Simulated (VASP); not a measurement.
MnV: single point with LDA

The system is MnV.

```xyz
2
Lattice="2.9000 0.0000 0.0000 0.0000 2.9000 0.0000 0.0000 0.0000 2.9000" Properties=species:S:1:pos:R:3 pbc="T T T"
Mn    0.0000    0.0000    0.0000
V     1.4500    1.4500    1.4500
```

```
Program                 : VASP 6.6.1
Task                    : single point
Functional              : LDA
Potentials or basis     : VASP PAW LDA potentials, release 64 (Mn_pv, V_sv)
Cutoff                  : 520 eV
k mesh                  : 11 × 11 × 11
Occupations             : fermi-dirac, width 0.05 eV
Spin                    : collinear spin, ferromagnetic start
Starting moments        : [4.0, 2.0] μB
Dipole correction       : no
k mesh for the DOS      : 17 × 17 × 17
Occupations for the DOS : tetrahedron
Further INCAR settings  : ALGO = Normal; EDIFF = 1e-07; NBANDS = 24
```

The net moment is 0.00 μB per cell and the valence electrons inside the program's atomic spheres are Mn 11.94; V 11.64.

Levels at points of the mesh, in eV from the Fermi level:
Spin up:
```csv
k point,band 9,band 10,band 11,band 12,band 13,band 14,band 15,band 16,band 17,band 18
"(0.00, 0.00, 0.00)",-3.96,-3.96,-0.81,-0.81,-0.81,1.15,1.15,2.62,2.62,2.62
```
Spin down:
| k point | band 9 | band 10 | band 11 | band 12 | band 13 | band 14 | band 15 | band 16 | band 17 | band 18 |
| --- | --- | --- | --- | --- | --- | --- | --- | --- | --- | --- |
| (0.00, 0.00, 0.00) | -3.96 | -3.96 | -0.81 | -0.81 | -0.81 | 1.15 | 1.15 | 2.62 | 2.62 | 2.62 |

Run time: 3 min on 1 thread of Intel Xeon 8259CL, with other jobs on the host, peak memory 0.27 GiB.
